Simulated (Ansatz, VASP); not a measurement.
# SiGe: VASP beside Ansatz

```
Si Ge
1.0
     3.90060    0.00000    0.00000
    -1.95030    3.37802    0.00000
     0.00000    0.00000    6.18566
Si Ge
2 2
Direct
  0.66667 0.33333 0.87455
  0.33333 0.66667 0.37455
  0.66667 0.33333 0.50045
  0.33333 0.66667 0.00045
```

Change from the starting cell: strain +0.000 along x and y, -0.040 along z, atoms carried along.

Alike in both runs: task single point; functional PBEsol; k mesh 12 × 12 × 6; occupations gaussian, width 0.03 eV; no spin polarisation.

```csv
,VASP,Ansatz
version,VASP 6.6.1,Ansatz 0.2.0
potentials or method,"VASP PAW PBE potentials, release 64 (Si, Ge_d), cutoff 520 eV","scalar-relativistic, plane waves, PAW"
valence electrons in the cell,36,36
```

```csv
,VASP,Ansatz,Ansatz less VASP
gap on the k mesh at the Fermi level (eV),0.07,0.07,-0.005
least direct gap on the mesh (eV),0.07,0.07,-0.005
pressure (GPa),3.9,3.9,+0.02
"traceless stress, the component that is largest in VASP (GPa)",6.73,6.72,-0.010
rms of the force components (eV/Å),0.306,0.307,+0.0010
```

VASP's potentials were made for PBE, not for PBEsol. Atom by atom the forces differ by 0.001 eV/Å (rms over components).
